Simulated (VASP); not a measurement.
The system is Sn.

```
CELL_PARAMETERS angstrom
-1.89465 1.89465 1.89465
1.89465 -1.89465 1.89465
1.89465 1.89465 -1.89465
ATOMIC_POSITIONS crystal
Sn 0.00000 0.00000 0.00000
```

This isn't the form of Sn at room conditions, which is tetragonal (white tin).

```yaml
Program: VASP 6.6.1
Task: relaxation of cell and atoms
Functional: PBEsol
Potentials_or_basis: VASP PAW PBE potentials, release 64 (Sn_d)
Cutoff: 500 eV
k_mesh: 12 × 12 × 12
Occupations: methfessel-paxton, width 0.05 eV
Spin: no spin polarisation
```

At the start: pressure -2.4 GPa; volume 27.20 Å³/atom.

Where does the relaxation end?

Over 3 steps the energy falls by 9.5 meV/atom and the volume is 26.00 Å³/atom (-4.4 %); space group Im-3m (No. 229, to 0.1 Å) before and after.

The path:
```tsv
step	energy change (eV)	largest force (eV/Å)	pressure (GPa)	volume (Å³)
1	0.0000	0.0000	-2.42	27.20
2	-0.0084	0.0000	0.90	25.62
3	-0.0095	0.0000	0.04	26.00
```

Final structure:
```cif
data_structure
_symmetry_space_group_name_H-M 'P 1'
_symmetry_Int_Tables_number 1
_cell_length_a 3.2324
_cell_length_b 3.2324
_cell_length_c 3.2324
_cell_angle_alpha 109.471
_cell_angle_beta 109.471
_cell_angle_gamma 109.471
_cell_volume 26.00
loop_
_atom_site_label
_atom_site_type_symbol
_atom_site_fract_x
_atom_site_fract_y
_atom_site_fract_z
_atom_site_occupancy
Sn1 Sn 0.00000 0.00000 0.00000 1
```

Caveat: the PAW data sets were made with another functional, which shifts forces and pressure a little.
